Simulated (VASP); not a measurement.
# Sn (Fd-3m) in VASP: a series of runs

Sn is run at these levels: PBE; tasks: electric field gradients.

Everything below comes from runs of VASP 6.6.1. Logs are shortened: lines on timing, memory, paths and dates and some standing lists are left out, and cuts for length are marked.

## (1) The cell of the first run

Symmetry: Fd-3m, No. 227, cubic system. Conventional cell: a = 6.467 Å, b = 6.467 Å, c = 6.467 Å, α = 90.00°, β = 90.00°, γ = 90.00°. Sn (site symmetry -43m) has 4 Sn at 2.80 Å within 3.7 Å.

## (2) Electric field gradients, PBE

INCAR

```
PREC = Accurate
ENCUT = 520
EDIFF = 1E-8
ISMEAR = 0
SIGMA = 0.05
LREAL = F
LASPH = T
NELM = 100
ALGO = Normal
ISIF = 2
LWAVE = F
LCHARG = F
GGA = PE
LEFG = T
NBANDS = 21
```

KPOINTS

```
regular mesh
0
Gamma
  12 12 12
```

POSCAR

```
Sn
1.0
    0.0000000000      3.2333428000      3.2333428000
    3.2333428000      0.0000000000      3.2333428000
    3.2333428000      3.2333428000      0.0000000000
Sn
2
Direct
    0.0000000000      0.0000000000      0.0000000000
    0.2500000000      0.2500000000      0.2500000000
```

Potentials or basis: VASP PAW PBE potentials, release 64 (Sn_d).

Command:

```bash
cat potpaw_PBE.64/Sn_d/POTCAR > POTCAR
mpirun -np 1 vasp_std > vasp.out
```

OUTCAR:

```text
PREC = Accurate
   ENCUT = 520
   EDIFF = 1E-8
   ISMEAR = 0
   LREAL = F
   LASPH = T
   NELM = 100
   ISIF = 2
   GGA = PE

 ion  position               nearest neighbor table
   1  0.000  0.000  0.000-   2 2.80   2 2.80   2 2.80   2 2.80
   2  0.250  0.250  0.250-   1 2.80   1 2.80   1 2.80   1 2.80

  LATTYP: Found a face centered cubic cell.
 ALAT       =     6.4666856000

  Lattice vectors:

 A1 = (   0.0000000000,   3.2333428000,   3.2333428000)
 A2 = (   3.2333428000,   0.0000000000,   3.2333428000)
 A3 = (   3.2333428000,   3.2333428000,   0.0000000000)

Analysis of symmetry for initial positions (statically):
=====================================================================
 Subroutine PRICEL returns:
 Original cell was already a primitive cell.

 Routine SETGRP: Setting up the symmetry group for a
 face centered cubic supercell.

 Subroutine GETGRP returns: Found 48 space group operations
 (whereof 24 operations were pure point group operations)
 out of a pool of 48 trial point group operations.

The static configuration has the point symmetry T_d .
 The point group associated with its full space group is O_h .

Analysis of symmetry for dynamics (positions and initial velocities):
=====================================================================
 Subroutine PRICEL returns:
 Original cell was already a primitive cell.

 Routine SETGRP: Setting up the symmetry group for a
 face centered cubic supercell.

 Subroutine GETGRP returns: Found 48 space group operations
 (whereof 24 operations were pure point group operations)
 out of a pool of 48 trial point group operations.

The dynamic configuration has the point symmetry T_d .
 The point group associated with its full space group is O_h .

 Subroutine INISYM returns: Found 48 space group operations
 (whereof 24 operations are pure point group operations),
 and found     1 'primitive' translations

----------------------------------------------------------------------------------------

                                     Primitive cell

  volume of cell :      67.6060

  direct lattice vectors                    reciprocal lattice vectors
     0.000000000  3.233342800  3.233342800    -0.154638723  0.154638723  0.154638723
     3.233342800  0.000000000  3.233342800     0.154638723 -0.154638723  0.154638723
     3.233342800  3.233342800  0.000000000     0.154638723  0.154638723 -0.154638723

  length of vectors
     4.572637240  4.572637240  4.572637240     0.267842124  0.267842124  0.267842124

  position of ions in fractional coordinates (direct lattice)
     0.000000000  0.000000000  0.000000000
     0.250000000  0.250000000  0.250000000

  ion indices of the primitive-cell ions
   primitive index   ion index
                 1           1
                 2           2

----------------------------------------------------------------------------------------

 KPOINTS: regular mesh

Automatic generation of k-mesh.
 Grid dimensions read from file:
 generate k-points for:   12   12   12

 Generating k-lattice:

  Cartesian coordinates                     Fractional coordinates (reciprocal lattice)
    -0.012886560  0.012886560  0.012886560     0.083333333  0.000000000  0.000000000
     0.012886560 -0.012886560  0.012886560     0.000000000  0.083333333  0.000000000
     0.012886560  0.012886560 -0.012886560     0.000000000  0.000000000  0.083333333

  Length of vectors
     0.022320177  0.022320177  0.022320177

  Shift w.r.t. Gamma in fractional coordinates (k-lattice)
     0.000000000  0.000000000  0.000000000

 Subroutine IBZKPT returns following result:
 ===========================================

 Found     72 irreducible k-points:

 Following reciprocal coordinates:
            Coordinates               Weight
  0.000000  0.000000  0.000000      1.000000
  0.083333  0.000000  0.000000      8.000000
  0.166667  0.000000  0.000000      8.000000
  0.250000  0.000000  0.000000      8.000000
  0.333333  0.000000  0.000000      8.000000
  0.416667  0.000000  0.000000      8.000000
[... 16 lines left out ...]
  0.500000  0.166667  0.000000     24.000000
 -0.416667  0.166667  0.000000     24.000000
 [... further k-points ...]
   k-points           NKPTS =     72   k-points in BZ     NKDIM =     72   number of bands    NBANDS=     21
   number of dos      NEDOS =    301   number of ions     NIONS =      2
   total plane-waves  NPLWV =  46656
   dimension x,y,z NGX =    36 NGY =   36 NGZ =   36
   dimension x,y,z NGXF=    72 NGYF=   72 NGZF=   72
   ions per type =               2
   NGX,Y,Z   is equivalent  to a cutoff of  13.09, 13.09, 13.09 a.u.
   NGXF,Y,Z  is equivalent  to a cutoff of  26.18, 26.18, 26.18 a.u.
 SYSTEM =  unknown system
   PREC   = accura    normal or accurate (medium, high low for compatibility)
   ISTART =      0    job   : 0-new  1-cont  2-samecut
   ICHARG =      2    charge: 1-file 2-atom 10-const
   ISPIN  =      1    spin polarized calculation?
   LNONCOLLINEAR =      F non collinear calculations
   LSORBIT =      F    spin-orbit coupling
   LASPH  =      T    aspherical Exc in radial PAW
   ENCUT  =  520.0 eV  38.22 Ry    6.18 a.u.   8.50  8.50  8.50*2*pi/ulx,y,z
   NELM   =    100;   NELMIN=  2; NELMDL= -5     # of ELM steps
   EDIFF  = 0.1E-07   stopping-criterion for ELM
   LREAL  =      F    real-space projection
   EDIFFG = 0.1E-06   stopping-criterion for IOM
   NSW    =      0    number of steps for IOM
   IBRION =     -1    ionic relax: 0-MD 1-quasi-New 2-CG
   NFREE  =      0    steps in history (QN), initial steepest desc. (CG)
   ISIF   =      2    stress and relaxation
   ISYM   =      2    0-nonsym 1-usesym 2-fastsym
   POTIM  = 0.5000    time-step for ionic-motion
   TEBEG  =    0.0;   TEEND  =   0.0 temperature during run
   PSTRESS=    0.0 pullay stress
   NELECT =      28.0000    total number of electrons
   NUPDOWN=      -1.0000    fix difference up-down
   EMIN   =  10.00;   EMAX   =-10.00  energy-range for DOS
   EFERMI =   0.00;   METHOD = LEGACY
   ISMEAR =     0;   SIGMA  =   0.05  broadening in eV -4-tet -1-fermi 0-gaus
   EFERMI_NEDOS =   21; number of points for ismear=-14 and -15
   IALGO  =     38    algorithm
   IMIX   =      4    mixing-type and parameters
     AMIX     =   0.40;   BMIX     =  1.00
     AMIX_MAG =   1.60;   BMIX_MAG =  1.00
  volume/ion in A,a.u.               =      33.80       228.11
  Fermi-wavevector in a.u.,A,eV,Ry     =   1.220298  2.306028 20.260793  1.489126
  Thomas-Fermi vector in A             =   2.355520
   LORBIT       =      0    0 simple, 1 ext, 2 COOP (PROOUT), +10 PAW based schemes
   GGA     = PE    functional components
   LHFCALC =     F    Hartree Fock is set to
   AEXX    =    0.0000 exact exchange contribution
   IVDW    =     0    specifies the selected vdW correction
   LEPSILON=     F    determine dielectric tensor
   LRPA    =     F    only Hartree local field effects (RPA)
 non-spin polarized calculation
 Gauss-broadening in eV      SIGMA  =   0.05
  energy-cutoff  :      520.00
  volume of cell :       67.61
 maximum number of plane-waves:      1853
 NGX is ok and might be reduce to    36
   NGX = 17   NGY = 17   NGZ = 17

 number of electron      28.0000008 magnetization

 Free energy of the ion-electron system (eV)
  ---------------------------------------------------
  ext. energy  EPLUGINS =         0.00000000
  ---------------------------------------------------
  free energy    TOTEN  =        -7.62678239 eV

  energy without entropy =       -7.62659934  energy(sigma->0) =       -7.62669086

 E-fermi :   5.7659     XC(G=0):  -8.9219

 val. band max:        5.6971464879   @ k =   0.0833   0.0000   0.0000
 cond. band min:       5.7694371088   @ k =   0.5000   0.0000   0.0000
 fundamental gap:      0.0722906209
 Fermi energy:         5.7659196319

 k-point     1 :       0.0000    0.0000    0.0000
  band No.  band energies     occupation
      1     -15.9511      2.00000
      2     -15.9511      2.00000
      3     -15.9511      2.00000
      4     -15.8900      2.00000
      5     -15.8900      2.00000
      6     -15.5722      2.00000
[... 13 lines left out ...]
     20      13.7416      0.00000
     21      13.7416      0.00000
[... 529 lines left out ...]
 k-point    24 :      -0.4167    0.1667    0.0000
  band No.  band energies     occupation
      1     -16.0124      2.00000
      2     -15.9966      2.00000
      3     -15.8896      2.00000
      4     -15.8101      2.00000
      5     -15.7999      2.00000
      6     -15.6647      2.00000
[... 13 lines left out ...]
     20      13.6251      0.00000
     21      13.8316      0.00000

 [... further k-points ...]

------------------------ aborting loop because EDIFF is reached ----------------------------------------

  FORCE on cell =-STRESS in cart. coord.  units (eV):
  Direction    XX          YY          ZZ          XY          YZ          ZX
  --------------------------------------------------------------------------------------
  -------------------------------------------------------------------------------------
  Total        1.5698623      1.5698623      1.5698623     -0.0000000      0.0000000      0.0000000
  in kB       37.2037644     37.2037644     37.2037644     -0.0000000      0.0000000      0.0000000
  external PRESSURE =      37.2037644 kB  Pullay stress =       0.0000000 kB

 VOLUME and BASIS-vectors are now :
 -----------------------------------------------------------------------------
  energy-cutoff  :      520.00
  volume of cell :       67.61
      direct lattice vectors                 reciprocal lattice vectors
     0.000000000  3.233342800  3.233342800    -0.154638723  0.154638723  0.154638723
     3.233342800  0.000000000  3.233342800     0.154638723 -0.154638723  0.154638723
     3.233342800  3.233342800  0.000000000     0.154638723  0.154638723 -0.154638723

 POSITION                                       TOTAL-FORCE (eV/Angst)
 -----------------------------------------------------------------------------------
      0.00000      0.00000      0.00000         0.000000      0.000000      0.000000
      1.61667      1.61667      1.61667        -0.000000     -0.000000     -0.000000
 -----------------------------------------------------------------------------------
    total drift:                                0.000000      0.000000      0.000000

  FREE ENERGIE OF THE ION-ELECTRON SYSTEM (eV)
  ---------------------------------------------------
  free  energy   TOTEN  =        -7.6267823909 eV

  energy  without entropy=       -7.6265993369  energy(sigma->0) =       -7.62669086

 Electric field gradients (V/A^2)
---------------------------------------------------------------------
 ion       V_xx      V_yy      V_zz      V_xy      V_xz      V_yz
---------------------------------------------------------------------
   1       0.000    -0.000     0.000    -0.000    -0.000    -0.000
   2       0.000    -0.000     0.000    -0.000    -0.000    -0.000
---------------------------------------------------------------------

 Electric field gradients after diagonalization (V/A^2)
 (convention: |V_zz| > |V_xx| > |V_yy|)
----------------------------------------------------------------------
 ion       V_xx      V_yy      V_zz     asymmetry (V_yy - V_xx)/ V_zz
----------------------------------------------------------------------
   1       0.000     0.000    -0.000       0.000
   2       0.000     0.000    -0.000       0.000
----------------------------------------------------------------------

           NMR quadrupolar parameters

 Cq : quadrupolar parameter    Cq=e*Q*V_zz/h
 eta: asymmetry parameters     (V_yy - V_xx)/ V_zz
 Q  : nuclear electric quadrupole moment in mb (millibarn)
----------------------------------------------------------------------
 ion       Cq(MHz)       eta       Q (mb)
----------------------------------------------------------------------
   1      -0.000       0.000       1.000
   2      -0.000       0.000       1.000
----------------------------------------------------------------------
```

Run time: 74 s. Hardware: 1 thread of Intel Xeon Platinum 8375C at 2.90GHz (Ice Lake), shared host; peak memory 0.24 GiB.

What came out:

- Free energy: -7.6268 eV
- Pressure: 3.7 GPa
- Band gap on the k mesh: zero (band 14 reaches 5.84 eV, above the bottom of band 15 at 5.77 eV)

Caveat: without QUAD_EFG the Cq values of the log hold for a quadrupole moment of 1 mb, not for the nuclei; spin-orbit coupling is left out, which moves the levels of the heavy elements.

## (3) Electric field gradients, PBE

This run uses another cell than the first one, of 36.83 Å³/atom, 1.090 times its volume.

INCAR

```
ALGO = Fast
EDIFF = 1E-8
ENCUT = 520
GGA = PE
ISIF = 2
ISMEAR = 0
LASPH = T
LCHARG = F
LEFG = T
LREAL = F
LWAVE = F
NBANDS = 21
NELM = 100
PREC = Accurate
SIGMA = 0.05
```

KPOINTS

```
k-points
0
Gamma
  12 12 12
```

POSCAR

```
Sn
1.0
    0.0000000000      3.3272440539      3.3272440539
    3.3272440539      0.0000000000      3.3272440539
    3.3272440539      3.3272440539      0.0000000000
Sn
2
Direct
    0.0000000000      0.0000000000      0.0000000000
    0.2500000000      0.2500000000      0.2500000000
```

Potentials or basis: VASP PAW PBE potentials, release 64 (Sn_d).

Command:

```bash
cat potpaw_PBE.64/Sn_d/POTCAR > POTCAR
mpirun -np 1 vasp_std > vasp.out
```

OUTCAR:

```text
EDIFF = 1E-8
   ENCUT = 520
   GGA = PE
   ISIF = 2
   ISMEAR = 0
   LASPH = T
   LREAL = F
   NELM = 100
   PREC = Accurate

 ion  position               nearest neighbor table
   1  0.000  0.000  0.000-   2 2.88   2 2.88   2 2.88   2 2.88
   2  0.250  0.250  0.250-   1 2.88   1 2.88   1 2.88   1 2.88

  LATTYP: Found a face centered cubic cell.
 ALAT       =     6.6544881078

  Lattice vectors:

 A1 = (   0.0000000000,   3.3272440539,   3.3272440539)
 A2 = (   3.3272440539,   0.0000000000,   3.3272440539)
 A3 = (   3.3272440539,   3.3272440539,   0.0000000000)

[... 789 lines left out ...]
  ---------------------------------------------------
  free  energy   TOTEN  =        -7.6926501676 eV

  energy  without entropy=       -7.6921616348  energy(sigma->0) =       -7.69240590

 Electric field gradients (V/A^2)
---------------------------------------------------------------------
 ion       V_xx      V_yy      V_zz      V_xy      V_xz      V_yz
---------------------------------------------------------------------
   1       0.000     0.000     0.000     0.002     0.002     0.002
   2       0.000     0.000     0.000     0.002     0.002     0.002
---------------------------------------------------------------------

 Electric field gradients after diagonalization (V/A^2)
 (convention: |V_zz| > |V_xx| > |V_yy|)
----------------------------------------------------------------------
 ion       V_xx      V_yy      V_zz     asymmetry (V_yy - V_xx)/ V_zz
----------------------------------------------------------------------
   1      -0.002    -0.002     0.005       0.000
   2      -0.002    -0.002     0.005       0.000
----------------------------------------------------------------------

           NMR quadrupolar parameters

 Cq : quadrupolar parameter    Cq=e*Q*V_zz/h
 eta: asymmetry parameters     (V_yy - V_xx)/ V_zz
 Q  : nuclear electric quadrupole moment in mb (millibarn)
----------------------------------------------------------------------
 ion       Cq(MHz)       eta       Q (mb)
----------------------------------------------------------------------
   1       0.000       0.000       1.000
   2       0.000       0.000       1.000
----------------------------------------------------------------------
```

Wall time 1.9 min (1 thread of Intel Xeon Platinum 8375C at 2.90GHz (Ice Lake), shared host); peak memory 0.26 GiB.

Results:

```yaml
Free_energy: -7.6927 eV
Pressure: 0.0 GPa
Band_gap_on_the_k_mesh: zero (band 14 reaches 4.96 eV, above the bottom of band 15 at 4.73 eV)
```

Levels at points of the mesh, in eV from the Fermi level:
```
           k point  band 10  band 11  band 12  band 13  band 14  band 15  band 16  band 17  band 18  band 19
(0.00, 0.00, 0.00)   -21.22   -10.09    -1.12     0.12     0.12     0.12     2.18     2.18     2.18     4.99
(0.50, 0.00, 0.00)   -21.18    -8.62    -6.00    -0.98    -0.98    -0.11     3.23     3.23     5.72     8.22
(0.50, 0.50, 0.00)   -21.16    -7.24    -7.24    -2.19    -2.19     0.93     0.93     7.28     7.28     8.81
```

Caveat: without QUAD_EFG the Cq values of the log hold for a quadrupole moment of 1 mb, not for the nuclei; spin-orbit coupling is left out, which moves the levels of the heavy elements.
